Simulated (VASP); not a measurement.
# Ba (Fd-3m) in VASP: a series of runs

The runs below take Ba through single point, with r2SCAN.

Program: VASP 6.6.1. These are calculated values, not measurements. Logs are shortened: lines on timing, memory, paths and dates and some standing lists are left out, and cuts for length are marked.

## 1. The cell of the first run

Symmetry: Fd-3m, No. 227, cubic system. Conventional cell: a = 6.847 Å, b = 6.847 Å, c = 6.847 Å, α = 90.00°, β = 90.00°, γ = 90.00°. Ba (site symmetry -43m) has 4 Ba at 2.96 Å within 3.9 Å.

This isn't the form of Ba at room conditions, which is bcc.

## 2. Single point, r2SCAN

Input file POSCAR:

```
Ba
1.0
    0.0000000000      3.4235444448      3.4235444448
    3.4235444448      0.0000000000      3.4235444448
    3.4235444448      3.4235444448      0.0000000000
Ba
2
Direct
    0.0000000000      0.0000000000      0.0000000000
    0.2500000000      0.2500000000      0.2500000000
```

Input file INCAR.step1:

```
SYSTEM = Ba
ALGO = Normal
EDIFF = 1E-4
ENCUT = 520
GGA = PE
ISMEAR = 0
LASPH = .TRUE.
LCHARG = .FALSE.
LREAL = .FALSE.
LWAVE = .TRUE.
NBANDS = 17
NELM = 60
PREC = Accurate
SIGMA = 0.1
```

Input file INCAR.step2:

```
SYSTEM = Ba
ALGO = Normal
EDIFF = 1E-7
ENCUT = 520
ISIF = 2
ISMEAR = 0
ISTART = 1
LASPH = .TRUE.
LCHARG = .FALSE.
LMIXTAU = .TRUE.
LREAL = .FALSE.
LWAVE = .FALSE.
METAGGA = R2SCAN
NBANDS = 17
NELM = 60
PREC = Accurate
SIGMA = 0.1
```

Input file KPOINTS:

```
k-points
0
G
  5 5 5
  0 0 0
```

Potentials or basis: VASP PAW PBE potentials, release 64 (Ba_sv).

On the command line:

```
cat potpaw_PBE.64/Ba_sv/POTCAR > POTCAR
cp INCAR.step1 INCAR
mpirun -np 1 vasp_std > vasp.out
cp INCAR.step2 INCAR
mpirun -np 1 vasp_std > vasp.out
```

OUTCAR:

```text
SYSTEM = Ba
   EDIFF = 1E-7
   ENCUT = 520
   ISIF = 2
   ISMEAR = 0
   ISTART = 1
   LASPH = .TRUE.
   LREAL = .FALSE.
   METAGGA = R2SCAN
   NELM = 60
   PREC = Accurate

 ion  position               nearest neighbor table
   1  0.000  0.000  0.000-   2 2.96   2 2.96   2 2.96   2 2.96
   2  0.250  0.250  0.250-   1 2.96   1 2.96   1 2.96   1 2.96

  LATTYP: Found a face centered cubic cell.
 ALAT       =     6.8470888896

  Lattice vectors:

 A1 = (   0.0000000000,   3.4235444448,   3.4235444448)
 A2 = (   3.4235444448,   0.0000000000,   3.4235444448)
 A3 = (   3.4235444448,   3.4235444448,   0.0000000000)

Analysis of symmetry for initial positions (statically):
=====================================================================
 Subroutine PRICEL returns:
 Original cell was already a primitive cell.

 Routine SETGRP: Setting up the symmetry group for a
 face centered cubic supercell.

 Subroutine GETGRP returns: Found 48 space group operations
 (whereof 24 operations were pure point group operations)
 out of a pool of 48 trial point group operations.

The static configuration has the point symmetry T_d .
 The point group associated with its full space group is O_h .

Analysis of symmetry for dynamics (positions and initial velocities):
=====================================================================
 Subroutine PRICEL returns:
 Original cell was already a primitive cell.

 Routine SETGRP: Setting up the symmetry group for a
 face centered cubic supercell.

 Subroutine GETGRP returns: Found 48 space group operations
 (whereof 24 operations were pure point group operations)
 out of a pool of 48 trial point group operations.

The dynamic configuration has the point symmetry T_d .
 The point group associated with its full space group is O_h .

 Subroutine INISYM returns: Found 48 space group operations
 (whereof 24 operations are pure point group operations),
 and found     1 'primitive' translations

----------------------------------------------------------------------------------------

                                     Primitive cell

  volume of cell :      80.2524

  direct lattice vectors                    reciprocal lattice vectors
     0.000000000  3.423544445  3.423544445    -0.146047469  0.146047469  0.146047469
     3.423544445  0.000000000  3.423544445     0.146047469 -0.146047469  0.146047469
     3.423544445  3.423544445  0.000000000     0.146047469  0.146047469 -0.146047469

  length of vectors
     4.841622985  4.841622985  4.841622985     0.252961636  0.252961636  0.252961636

  position of ions in fractional coordinates (direct lattice)
     0.000000000  0.000000000  0.000000000
     0.250000000  0.250000000  0.250000000

  ion indices of the primitive-cell ions
   primitive index   ion index
                 1           1
                 2           2

----------------------------------------------------------------------------------------

 KPOINTS: k-points

Automatic generation of k-mesh.
 Grid dimensions read from file:
 generate k-points for:    5    5    5

 Generating k-lattice:

  Cartesian coordinates                     Fractional coordinates (reciprocal lattice)
    -0.029209494  0.029209494  0.029209494     0.200000000  0.000000000  0.000000000
     0.029209494 -0.029209494  0.029209494     0.000000000  0.200000000  0.000000000
     0.029209494  0.029209494 -0.029209494     0.000000000  0.000000000  0.200000000

  Length of vectors
     0.050592327  0.050592327  0.050592327

  Shift w.r.t. Gamma in fractional coordinates (k-lattice)
     0.000000000  0.000000000  0.000000000

 Subroutine IBZKPT returns following result:
 ===========================================

 Found     10 irreducible k-points:

 Following reciprocal coordinates:
            Coordinates               Weight
  0.000000  0.000000  0.000000      1.000000
  0.200000  0.000000  0.000000      8.000000
  0.400000  0.000000  0.000000      8.000000
  0.200000  0.200000  0.000000      6.000000
  0.400000  0.200000  0.000000     24.000000
 -0.400000  0.200000  0.000000     24.000000
 -0.200000  0.200000  0.000000     12.000000
  0.400000  0.400000  0.000000      6.000000
 -0.400000  0.400000  0.000000     12.000000
 -0.400000  0.400000  0.200000     24.000000
   k-points           NKPTS =     10   k-points in BZ     NKDIM =     10   number of bands    NBANDS=     17
   number of dos      NEDOS =    301   number of ions     NIONS =      2
   total plane-waves  NPLWV =  46656
   dimension x,y,z NGX =    36 NGY =   36 NGZ =   36
   dimension x,y,z NGXF=    72 NGYF=   72 NGZF=   72
   ions per type =               2
   NGX,Y,Z   is equivalent  to a cutoff of  12.36, 12.36, 12.36 a.u.
   NGXF,Y,Z  is equivalent  to a cutoff of  24.72, 24.72, 24.72 a.u.
 SYSTEM =  Ba
   PREC   = accura    normal or accurate (medium, high low for compatibility)
   ISTART =      1    job   : 0-new  1-cont  2-samecut
   ICHARG =      0    charge: 1-file 2-atom 10-const
   ISPIN  =      1    spin polarized calculation?
   LNONCOLLINEAR =      F non collinear calculations
   LSORBIT =      F    spin-orbit coupling
   LASPH  =      T    aspherical Exc in radial PAW
   ENCUT  =  520.0 eV  38.22 Ry    6.18 a.u.   9.00  9.00  9.00*2*pi/ulx,y,z
   NELM   =     60;   NELMIN=  2; NELMDL=  0     # of ELM steps
   EDIFF  = 0.1E-06   stopping-criterion for ELM
   LREAL  =      F    real-space projection
   EDIFFG = 0.1E-05   stopping-criterion for IOM
   NSW    =      0    number of steps for IOM
   IBRION =     -1    ionic relax: 0-MD 1-quasi-New 2-CG
   NFREE  =      0    steps in history (QN), initial steepest desc. (CG)
   ISIF   =      2    stress and relaxation
   ISYM   =      2    0-nonsym 1-usesym 2-fastsym
   POTIM  = 0.5000    time-step for ionic-motion
   TEBEG  =    0.0;   TEEND  =   0.0 temperature during run
   PSTRESS=    0.0 pullay stress
   NELECT =      20.0000    total number of electrons
   NUPDOWN=      -1.0000    fix difference up-down
   EMIN   =  10.00;   EMAX   =-10.00  energy-range for DOS
   EFERMI =   0.00;   METHOD = LEGACY
   ISMEAR =     0;   SIGMA  =   0.10  broadening in eV -4-tet -1-fermi 0-gaus
   EFERMI_NEDOS =   21; number of points for ismear=-14 and -15
   IALGO  =     38    algorithm
   IMIX   =      4    mixing-type and parameters
     AMIX     =   0.40;   BMIX     =  1.00
     AMIX_MAG =   1.60;   BMIX_MAG =  1.00
  volume/ion in A,a.u.               =      40.13       270.78
  Fermi-wavevector in a.u.,A,eV,Ry     =   1.030225  1.946843 14.440735  1.061364
  Thomas-Fermi vector in A             =   2.164313
   LORBIT       =      0    0 simple, 1 ext, 2 COOP (PROOUT), +10 PAW based schemes
   METAGGA = R2SCAN    functional components
   LHFCALC =     F    Hartree Fock is set to
   AEXX    =    0.0000 exact exchange contribution
   IVDW    =     0    specifies the selected vdW correction
   LEPSILON=     F    determine dielectric tensor
   LRPA    =     F    only Hartree local field effects (RPA)
 non-spin polarized calculation
 Gauss-broadening in eV      SIGMA  =   0.10
  energy-cutoff  :      520.00
  volume of cell :       80.25
 maximum number of plane-waves:      2182
   NGX = 17   NGY = 17   NGZ = 17

 number of electron      19.9999998 magnetization

 Free energy of the ion-electron system (eV)
  ---------------------------------------------------
  ext. energy  EPLUGINS =         0.00000000
  ---------------------------------------------------
  free energy    TOTEN  =       -50.17909024 eV

  energy without entropy =      -50.16824265  energy(sigma->0) =      -50.17366644

 E-fermi :   3.0702     XC(G=0):  -9.4142

 val. band max:        2.9855760682   @ k =   0.2000   0.0000   0.0000
 cond. band min:       3.1582317456   @ k =  -0.4000   0.2000   0.0000
 fundamental gap:      0.1726556774
 Fermi energy:         3.0702368755

 k-point     1 :       0.0000    0.0000    0.0000
  band No.  band energies     occupation
      1     -27.5774      2.00000
      2     -25.5850      2.00000
      3     -12.7733      2.00000
      4     -12.7733      2.00000
      5     -12.7733      2.00000
      6     -10.5109      2.00000
[... 9 lines left out ...]
     16       8.1280      0.00000
     17       8.1280      0.00000

 k-point     2 :       0.2000    0.0000    0.0000
  band No.  band energies     occupation
      1     -27.4575      2.00000
      2     -25.7497      2.00000
      3     -12.8941      2.00000
      4     -12.8941      2.00000
      5     -12.7868      2.00000
      6     -10.3931      2.00000
[... 9 lines left out ...]
     16       7.7308      0.00000
     17       7.7308      0.00000

 k-point     3 :       0.4000    0.0000    0.0000
  band No.  band energies     occupation
      1     -27.1969      2.00000
      2     -26.0814      2.00000
      3     -13.0607      2.00000
      4     -13.0607      2.00000
      5     -12.8415      2.00000
      6     -10.1330      2.00000
[... 9 lines left out ...]
     16       8.9984      0.00000
     17       8.9984      0.00000

 k-point     4 :       0.2000    0.2000    0.0000
  band No.  band energies     occupation
      1     -27.4126      2.00000
      2     -25.8093      2.00000
      3     -13.0361      2.00000
      4     -13.0361      2.00000
      5     -12.5029      2.00000
      6     -10.7349      2.00000
[... 9 lines left out ...]
     16       7.5310      0.00000
     17       7.5310      0.00000

 k-point     5 :       0.4000    0.2000    0.0000
  band No.  band energies     occupation
      1     -27.1707      2.00000
      2     -26.1127      2.00000
      3     -13.2797      2.00000
      4     -13.1935      2.00000
      5     -12.3144      2.00000
      6     -10.7803      2.00000
[... 9 lines left out ...]
     16       7.4849      0.00000
     17       8.3866      0.00000

 k-point     6 :      -0.4000    0.2000    0.0000
  band No.  band energies     occupation
      1     -27.0316      2.00000
      2     -26.2750      2.00000
      3     -13.4217      2.00000
      4     -13.1692      2.00000
      5     -12.3133      2.00000
      6     -10.6486      2.00000
[... 9 lines left out ...]
     16       8.1087      0.00000
     17       8.2563      0.00000

 k-point     7 :      -0.2000    0.2000    0.0000
  band No.  band energies     occupation
      1     -27.2761      2.00000
      2     -25.9841      2.00000
      3     -13.2557      2.00000
      4     -12.9909      2.00000
      5     -12.5316      2.00000
      6     -10.5301      2.00000
[... 9 lines left out ...]
     16       6.9956      0.00000
     17       7.0804      0.00000

 k-point     8 :       0.4000    0.4000    0.0000
  band No.  band energies     occupation
      1     -26.9612      2.00000
      2     -26.3539      2.00000
      3     -13.3595      2.00000
      4     -13.3595      2.00000
      5     -11.8886      2.00000
      6     -11.2504      2.00000
[... 9 lines left out ...]
     16       8.0751      0.00000
     17       8.8654      0.00000

 k-point     9 :      -0.4000    0.4000    0.0000
  band No.  band energies     occupation
      1     -26.7579      2.00000
      2     -26.5713      2.00000
      3     -13.4869      2.00000
      4     -13.3463      2.00000
      5     -11.7487      2.00000
      6     -11.2707      2.00000
[... 9 lines left out ...]
     16       7.0432      0.00000
     17       8.9890      0.00000

 k-point    10 :      -0.4000    0.4000    0.2000
  band No.  band energies     occupation
      1     -26.9054      2.00000
      2     -26.4151      2.00000
      3     -13.4638      2.00000
      4     -13.3255      2.00000
      5     -11.8944      2.00000
      6     -11.0807      2.00000
[... 9 lines left out ...]
     16       7.7085      0.00000
     17       8.3321      0.00000

------------------------ aborting loop because EDIFF is reached ----------------------------------------

  FORCE on cell =-STRESS in cart. coord.  units (eV):
  Direction    XX          YY          ZZ          XY          YZ          ZX
  --------------------------------------------------------------------------------------
  -------------------------------------------------------------------------------------
  Total        6.0583083      6.0583083      6.0583083      0.0000000      0.0000000     -0.0000000
  in kB      120.9494913    120.9494913    120.9494913      0.0000000      0.0000000     -0.0000000
  external PRESSURE =     120.9494913 kB  Pullay stress =       0.0000000 kB

 VOLUME and BASIS-vectors are now :
 -----------------------------------------------------------------------------
  energy-cutoff  :      520.00
  volume of cell :       80.25
      direct lattice vectors                 reciprocal lattice vectors
     0.000000000  3.423544445  3.423544445    -0.146047469  0.146047469  0.146047469
     3.423544445  0.000000000  3.423544445     0.146047469 -0.146047469  0.146047469
     3.423544445  3.423544445  0.000000000     0.146047469  0.146047469 -0.146047469

 POSITION                                       TOTAL-FORCE (eV/Angst)
 -----------------------------------------------------------------------------------
      0.00000      0.00000      0.00000         0.000000      0.000000      0.000000
      1.71177      1.71177      1.71177        -0.000000     -0.000000     -0.000000
 -----------------------------------------------------------------------------------
    total drift:                                0.000000      0.000000      0.000000

  FREE ENERGIE OF THE ION-ELECTRON SYSTEM (eV)
  ---------------------------------------------------
  free  energy   TOTEN  =       -50.1790902377 eV

  energy  without entropy=      -50.1682426489  energy(sigma->0) =      -50.17366644
```

Wall time 34 s (1 thread of Intel Xeon 6975P-C (Granite Rapids), shared host); peak memory 0.21 GiB.

Results:

```yaml
Free_energy: -50.1791 eV
Pressure: 12.1 GPa
Band_gap_on_the_k_mesh: zero (bands 10 and 11 overlap by 0.25 eV)
```

Caveat: the cell stands under pressure; the PAW data sets were made with another functional, which shifts forces and pressure a little; spin-orbit coupling is left out, which moves the levels of the heavy elements.

## 3. Single point, r2SCAN

This run uses another cell than the first one, of 54.62 Å³/atom.

Input file POSCAR:

```
Ba
1.0
    0.0000000000      3.7941102712      3.7941102712
    3.7941102712      0.0000000000      3.7941102712
    3.7941102712      3.7941102712      0.0000000000
Ba
2
Direct
    0.0000000000      0.0000000000      0.0000000000
    0.2500000000      0.2500000000      0.2500000000
```

Input file INCAR.step1:

```
PREC = Accurate
ENCUT = 520
ISMEAR = 0
SIGMA = 0.1
LREAL = F
LASPH = T
NELM = 100
NBANDS = 17
GGA = PE
ALGO = Normal
EDIFF = 1E-4
LWAVE = T
LCHARG = F
```

Input file INCAR.step2:

```
PREC = Accurate
ENCUT = 520
EDIFF = 1E-7
ISMEAR = 0
SIGMA = 0.1
LREAL = F
LASPH = T
NELM = 100
ALGO = Normal
ISIF = 2
LWAVE = F
LCHARG = F
METAGGA = R2SCAN
LMIXTAU = T
NBANDS = 17
ISTART = 1
```

Input file KPOINTS:

```
regular mesh
0
Gamma
  5 5 5
```

Potentials or basis: VASP PAW PBE potentials, release 64 (Ba_sv).

On the command line:

```
cat potpaw_PBE.64/Ba_sv/POTCAR > POTCAR
cp INCAR.step1 INCAR
mpirun -np 1 vasp_std > vasp.out
cp INCAR.step2 INCAR
mpirun -np 1 vasp_std > vasp.out
```

It took 61 s on 1 thread of Intel Xeon 6975P-C (Granite Rapids), shared host; peak memory 0.25 GiB.

The run converged. Its results:

```
Free energy            : -51.0185 eV
Pressure               : 0.5 GPa
Band gap on the k mesh : zero (bands 10 and 11 overlap by 0.17 eV)
```

Levels at points of the mesh, in eV from the Fermi level:
| k point | band 7 | band 8 | band 9 | band 10 | band 11 | band 12 | band 13 | band 14 |
| --- | --- | --- | --- | --- | --- | --- | --- | --- |
| (0.00, 0.00, 0.00) | -14.50 | -14.50 | -2.27 | 0.14 | 0.14 | 1.38 | 1.38 | 1.38 |

Caveat: the PAW data sets were made with another functional, which shifts forces and pressure a little; spin-orbit coupling is left out, which moves the levels of the heavy elements.
